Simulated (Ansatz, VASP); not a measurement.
FeNi3: VASP beside Ansatz

```xyz
4
Lattice="3.5450 0.0000 0.0000 0.0000 3.5450 0.0000 0.0000 0.0000 3.5450" Properties=species:S:1:pos:R:3 pbc="T T T"
Fe    0.0000    0.0000    0.0000
Ni    0.0000    1.7725    1.7725
Ni    1.7725    0.0000    1.7725
Ni    1.7725    1.7725    0.0000
```

Alike in both runs: task single point; functional PBEsol; k mesh 12 × 12 × 12; occupations gaussian, width 0.1 eV; collinear spin.

|  | VASP | Ansatz |
| --- | --- | --- |
| version | VASP 6.6.1 | Ansatz 0.2.0 |
| potentials or method | VASP PAW PBE potentials, release 64 (Fe, Ni), cutoff 520 eV | scalar-relativistic, plane waves, PAW |
| valence electrons in the cell | 38 | 70 |

Ansatz gave:

| Item | Value |
| --- | --- |
| gap on the k mesh at the Fermi level (eV) | none |
| pressure (GPa) | -9.7 |
| net moment per atom (μB) | 1.20 |
| size of the moment on the site where the two differ most (μB) | 0.68 |

Q: Estimate VASP's values.

A: gap on the k mesh at the Fermi level (eV): none; pressure (GPa): -9.6; net moment per atom (μB): 1.20; size of the moment on the site where the two differ most (μB): 0.63.

VASP's potentials were made for PBE, not for PBEsol. Site moments also hang on the region over which each program counts them. A gap of «none» marks a metal or a gap that the smearing closes. VASP's potentials hold 38 valence electrons a cell and Ansatz's 70, so a difference there can come from the potentials and not from the codes.
